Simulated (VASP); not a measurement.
Write the native input for VASP 6.6.1 that does the following.

- Task: single point
- Functional: LDA
- Potentials or basis: VASP PAW LDA potentials, release 64 (Cl, Li_sv)
- Cutoff: 520 eV
- k mesh: 9 × 9 × 9
- Occupations: fermi-dirac, width 0.025 eV
- Spin: no spin polarisation
- Dipole correction: no
- Further INCAR settings: ALGO = Normal; EDIFF = 1e-07; NBANDS = 12

The structure of LiCl lies in POSCAR:

```
LiCl
1.0
    0.0000000000      2.5647700000      2.5647700000
    2.5647700000      0.0000000000      2.5647700000
    2.5647700000      2.5647700000      0.0000000000
Cl Li
1 1
Direct
    0.5000000000      0.5000000000      0.5000000000
    0.0000000000      0.0000000000      0.0000000000
```

One way to write it, as run:

INCAR

```
PREC = Accurate ; ENCUT = 520
EDIFF = 1E-7 ; ISMEAR = -1
SIGMA = 0.025 ; LREAL = F
LASPH = T ; NELM = 100
ALGO = Normal ; ISIF = 2
LWAVE = F ; LCHARG = F
NBANDS = 12
```

KPOINTS

```
regular mesh
0
Gamma
  9 9 9
```

Potentials or basis: VASP PAW LDA potentials, release 64 (Cl, Li_sv).

Launch:

```console
$ cat potpaw_LDA.64/Cl/POTCAR potpaw_LDA.64/Li_sv/POTCAR > POTCAR
$ mpirun -np 1 vasp_std > vasp.out
```

It gave:

| Item | Value |
| --- | --- |
| Band gap on the k mesh | 6.00 eV |

Caveat: an odd mesh through Γ misses points on the zone boundary, where band edges can lie.

Run time: 20 s on 1 thread of AMD EPYC 7R13, on a shared host, peak memory 0.11 GiB.
